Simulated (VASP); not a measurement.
# HfMoSe4 (F-43m) in VASP: a series of runs, part 2 of 2

VASP 6.6.1. The steps go on from the part before.

### 3 Relaxation of cell and atoms, PBE, collinear spin

This run uses another cell than the first one, of 27.92 Å³/atom.

File INCAR:

```
PREC = Accurate ; ENCUT = 600
EDIFF = 1E-6 ; ISMEAR = 0
SIGMA = 0.1 ; LREAL = False
LASPH = True ; NELM = 150
ALGO = Normal ; ISIF = 3
LWAVE = False ; LCHARG = False
ISPIN = 2 ; MAGMOM = 0 1 0 0 0 0
LORBIT = 11 ; LMAXMIX = 4
GGA = PE ; IBRION = 2
NSW = 90 ; EDIFFG = -0.04
```

File KPOINTS:

```
regular mesh
0
Gamma
  4 4 4
```

File POSCAR:

```
HfMoSe4
1.0
    0.0000000000      4.3752790500      4.3752790500
    4.3752790500      0.0000000000      4.3752790500
    4.3752790500      4.3752790500      0.0000000000
Hf Mo Se
1 1 4
Direct
    0.0000000000      0.0000000000      0.0000000000
    0.7500000000      0.7500000000      0.7500000000
    0.8754939700      0.3748353400      0.3748353400
    0.3748353400      0.3748353400      0.3748353400
    0.3748353400      0.8754939700      0.3748353400
    0.3748353400      0.3748353400      0.8754939700
```

Potentials or basis: VASP PAW PBE potentials, release 64 (Hf_pv, Mo_sv, Se).

Run with:

```console
$ cat potpaw_PBE.64/Hf_pv/POTCAR potpaw_PBE.64/Mo_sv/POTCAR potpaw_PBE.64/Se/POTCAR > POTCAR
$ mpirun -np 1 vasp_std > vasp.out
```

OUTCAR:

```text
PREC = Accurate
   ENCUT = 600
   EDIFF = 1E-6
   ISMEAR = 0
   LREAL = False
   LASPH = True
   NELM = 150
   ISIF = 3
   ISPIN = 2
   LORBIT = 11
   GGA = PE
   IBRION = 2
   NSW = 90
   EDIFFG = -0.04

 ion  position               nearest neighbor table
   1  0.000  0.000  0.000-
   2  0.750  0.750  0.750-
   3  0.875  0.375  0.375-
   4  0.375  0.375  0.375-
   5  0.375  0.875  0.375-
   6  0.375  0.375  0.875-

  LATTYP: Found a face centered cubic cell.
 ALAT       =     8.7505581000

  Lattice vectors:

 A1 = (   0.0000000000,   4.3752790500,   4.3752790500)
 A2 = (   4.3752790500,   0.0000000000,   4.3752790500)
 A3 = (   4.3752790500,   4.3752790500,   0.0000000000)

Analysis of symmetry for initial positions (statically):
=====================================================================
 Subroutine PRICEL returns:
 Original cell was already a primitive cell.

 Routine SETGRP: Setting up the symmetry group for a
 face centered cubic supercell.

 Subroutine GETGRP returns: Found 24 space group operations
 (whereof 24 operations were pure point group operations)
 out of a pool of 48 trial point group operations.

The static configuration has the point symmetry T_d .

Analysis of symmetry for dynamics (positions and initial velocities):
=====================================================================
 Subroutine PRICEL returns:
 Original cell was already a primitive cell.

 Routine SETGRP: Setting up the symmetry group for a
 face centered cubic supercell.

 Subroutine GETGRP returns: Found 24 space group operations
 (whereof 24 operations were pure point group operations)
 out of a pool of 48 trial point group operations.

The dynamic configuration has the point symmetry T_d .

Analysis of structural, dynamic, and magnetic symmetry:
=====================================================================
 Subroutine PRICEL returns:
 Original cell was already a primitive cell.

 Routine SETGRP: Setting up the symmetry group for a
 face centered cubic supercell.

 Subroutine GETGRP returns: Found 24 space group operations
 (whereof 24 operations were pure point group operations)
 out of a pool of 48 trial point group operations.

The overall configuration has the point symmetry T_d .

 Subroutine INISYM returns: Found 24 space group operations
 (whereof 24 operations are pure point group operations),
 and found     1 'primitive' translations

----------------------------------------------------------------------------------------

                                     Primitive cell

  volume of cell :     167.5125

  direct lattice vectors                    reciprocal lattice vectors
     0.000000000  4.375279050  4.375279050    -0.114278425  0.114278425  0.114278425
     4.375279050  0.000000000  4.375279050     0.114278425 -0.114278425  0.114278425
     4.375279050  4.375279050  0.000000000     0.114278425  0.114278425 -0.114278425

  length of vectors
     6.187578972  6.187578972  6.187578972     0.197936039  0.197936039  0.197936039

  position of ions in fractional coordinates (direct lattice)
     0.000000000  0.000000000  0.000000000
     0.750000000  0.750000000  0.750000000
     0.875493970  0.374835340  0.374835340
[... 43 lines left out ...]
  0.500000  0.000000  0.000000      4.000000
  0.250000  0.250000  0.000000      6.000000
  0.500000  0.250000  0.000000     24.000000
 -0.250000  0.250000  0.000000     12.000000
  0.500000  0.500000  0.000000      3.000000
 -0.250000  0.500000  0.250000      6.000000
   k-points           NKPTS =      8   k-points in BZ     NKDIM =      8   number of bands    NBANDS=     29
   number of dos      NEDOS =    301   number of ions     NIONS =      6
   total plane-waves  NPLWV = 125000
   dimension x,y,z NGX =    50 NGY =   50 NGZ =   50
   dimension x,y,z NGXF=   100 NGYF=  100 NGZF=  100
   ions per type =               1   1   4
   NGX,Y,Z   is equivalent  to a cutoff of  13.43, 13.43, 13.43 a.u.
   NGXF,Y,Z  is equivalent  to a cutoff of  26.87, 26.87, 26.87 a.u.
 SYSTEM =  unknown system
   PREC   = accura    normal or accurate (medium, high low for compatibility)
   ISTART =      0    job   : 0-new  1-cont  2-samecut
   ICHARG =      2    charge: 1-file 2-atom 10-const
   ISPIN  =      2    spin polarized calculation?
   LNONCOLLINEAR =      F non collinear calculations
   LSORBIT =      F    spin-orbit coupling
   LASPH  =      T    aspherical Exc in radial PAW
   ENCUT  =  600.0 eV  44.10 Ry    6.64 a.u.  12.36 12.36 12.36*2*pi/ulx,y,z
   NELM   =    150;   NELMIN=  2; NELMDL= -5     # of ELM steps
   EDIFF  = 0.1E-05   stopping-criterion for ELM
   LREAL  =      F    real-space projection
   EDIFFG = -.4E-01   stopping-criterion for IOM
   NSW    =     90    number of steps for IOM
   IBRION =      2    ionic relax: 0-MD 1-quasi-New 2-CG
   NFREE  =      1    steps in history (QN), initial steepest desc. (CG)
   ISIF   =      3    stress and relaxation
   ISYM   =      2    0-nonsym 1-usesym 2-fastsym
   POTIM  = 0.5000    time-step for ionic-motion
   TEBEG  =    0.0;   TEEND  =   0.0 temperature during run
   PSTRESS=    0.0 pullay stress
   NELECT =      48.0000    total number of electrons
   NUPDOWN=      -1.0000    fix difference up-down
   EMIN   =  10.00;   EMAX   =-10.00  energy-range for DOS
   EFERMI =   0.00;   METHOD = LEGACY
   ISMEAR =     0;   SIGMA  =   0.10  broadening in eV -4-tet -1-fermi 0-gaus
   EFERMI_NEDOS =   21; number of points for ismear=-14 and -15
   IALGO  =     38    algorithm
   IMIX   =      4    mixing-type and parameters
     AMIX     =   0.40;   BMIX     =  1.00
     AMIX_MAG =   1.60;   BMIX_MAG =  1.00
  volume/ion in A,a.u.               =      27.92       188.41
  Fermi-wavevector in a.u.,A,eV,Ry     =   1.079293  2.039569 15.849074  1.164874
  Thomas-Fermi vector in A             =   2.215255
   LORBIT       =     11    0 simple, 1 ext, 2 COOP (PROOUT), +10 PAW based schemes
   GGA     = PE    functional components
   LHFCALC =     F    Hartree Fock is set to
   AEXX    =    0.0000 exact exchange contribution
   IVDW    =     0    specifies the selected vdW correction
   LEPSILON=     F    determine dielectric tensor
   LRPA    =     F    only Hartree local field effects (RPA)
 conjugate gradient relaxation of ions
 spin polarized calculation
 Gauss-broadening in eV      SIGMA  =   0.10
  energy-cutoff  :      600.00
  volume of cell :      167.51
 maximum number of plane-waves:      5609
 NGX is ok and might be reduce to    50
   NGX = 25   NGY = 25   NGZ = 25

--------------------------------------- Ionic step        1  -------------------------------------------

 number of electron      48.0000004 magnetization       4.9883561

 Free energy of the ion-electron system (eV)
  ---------------------------------------------------
  ext. energy  EPLUGINS =         0.00000000
  ---------------------------------------------------
  free energy    TOTEN  =       -27.06438551 eV

  energy without entropy =      -27.03507532  energy(sigma->0) =      -27.04973041

 E-fermi :   3.7542     XC(G=0):  -9.5095

 val. band max:        3.6758339745   @ k =  -0.2500   0.2500   0.0000
 cond. band min:       3.7773775083   @ k =   0.2500   0.2500   0.0000
 fundamental gap:      0.1015435338
 Fermi energy:         3.7541856517

 spin component 1

 k-point     1 :       0.0000    0.0000    0.0000
  band No.  band energies     occupation
      1     -58.0256      1.00000
      2     -32.2183      1.00000
      3     -32.2183      1.00000
      4     -32.2183      1.00000
      5     -29.4171      1.00000
      6     -29.4171      1.00000
[... 707 lines left out ...]
--------------------------------------- Ionic step        6  -------------------------------------------

 number of electron      48.0000002 magnetization       0.0018077

 Free energy of the ion-electron system (eV)
  ---------------------------------------------------
  ext. energy  EPLUGINS =         0.00000000
  ---------------------------------------------------
  free energy    TOTEN  =       -29.10977104 eV

  energy without entropy =      -29.05749428  energy(sigma->0) =      -29.08363266

 E-fermi :   7.3204     XC(G=0): -11.1677

 val. band max:        7.3152415156   @ k =   0.5000   0.2500   0.0000
 cond. band min:       7.3686011993   @ k =  -0.2500   0.5000   0.2500
 fundamental gap:      0.0533596837
 Fermi energy:         7.3204242728

 spin component 1

 k-point     1 :       0.0000    0.0000    0.0000
  band No.  band energies     occupation
      1     -53.6648      1.00000
      2     -27.7354      1.00000
      3     -27.7354      1.00000
      4     -27.7354      1.00000
      5     -24.6738      1.00000
      6     -24.6738      1.00000
[... 537 lines left out ...]
  FREE ENERGIE OF THE ION-ELECTRON SYSTEM (eV)
  ---------------------------------------------------
  free  energy   TOTEN  =       -29.1097710417 eV

  energy  without entropy=      -29.0574942768  energy(sigma->0) =      -29.08363266

 reached required accuracy - stopping structural energy minimisation

 total charge

# of ion       s       p       d       tot
------------------------------------------
    1        0.300   6.177   1.369   7.846
    2        2.200   6.024   3.858  12.082
    3        1.548   2.096   0.100   3.743
    4        1.548   2.096   0.100   3.743
    5        1.548   2.096   0.100   3.743
    6        1.548   2.096   0.100   3.743
--------------------------------------------------
tot          8.691  20.583   5.627  34.901

 magnetization (x)

# of ion       s       p       d       tot
------------------------------------------
    1       -0.000   0.000  -0.000  -0.000
    2        0.000   0.000   0.002   0.002
    3        0.000   0.000   0.000   0.000
    4        0.000   0.000   0.000   0.000
    5        0.000   0.000   0.000   0.000
    6        0.000   0.000   0.000   0.000
--------------------------------------------------
tot          0.000   0.000   0.002   0.002
```

Wall time 8.2 min (1 thread of Intel Xeon 6975P-C (Granite Rapids), shared host); peak memory 0.52 GiB.

What came out:

| Property | Result |
| --- | --- |
| Free energy | -29.1098 eV |
| Relaxed volume | 19.64 Å³/atom |
| Relaxed cell | a = 5.503 Å, b = 5.503 Å, c = 5.503 Å, α = 60.00°, β = 60.00°, γ = 60.00° |
| Space group after relaxing (to 0.1 Å) | F-43m (No. 216) |
| Energy gained by relaxing | 340.9 meV/atom |
| Ionic steps | 6 |
| Pressure after relaxing | 0.1 GPa |
| Largest force after relaxing | 0.031 eV/Å |
| Band gap on the k mesh | zero (filled and empty bands overlap) |
| Net moment | 0.00 μB per cell |
| Valence electrons inside the program's atomic spheres | Hf 7.85; Mo 12.08; Se 3.74 |

Forces in eV/Å, atoms in the order of the input:
```
Hf   0.000  0.000  0.000
Mo   0.000  0.000  0.000
Se  -0.018  0.018  0.018
Se  -0.018 -0.018 -0.018
Se   0.018 -0.018  0.018
Se   0.018  0.018 -0.018
```

The path:
```
step  energy change (eV)  largest force (eV/Å)  pressure (GPa)  volume (Å³)
   1              0.0000                0.0806          -10.63       167.51
   2             -1.8976                0.0636           -5.18       126.50
   3             -1.6419                0.2147           11.90       106.04
   4             -2.0410                0.1034           -0.96       119.25
   5             -2.0445                0.1128            0.08       117.88
   6             -2.0454                0.0315            0.11       117.83
```

Final structure:
```
Hf Mo Se
1.0
     0.00000    3.89116    3.89116
     3.89116    0.00000    3.89116
     3.89116    3.89116    0.00000
Hf Mo Se
1 1 4
Direct
  0.00000 0.00000 0.00000
  0.75000 0.75000 0.75000
  0.87518 0.37494 0.37494
  0.37494 0.37494 0.37494
  0.37494 0.87518 0.37494
  0.37494 0.37494 0.87518
```

Caveat: the volume moved by over 15 % at a fixed basis, so the end points are rough; spin-orbit coupling is left out, which moves the levels of the heavy elements.
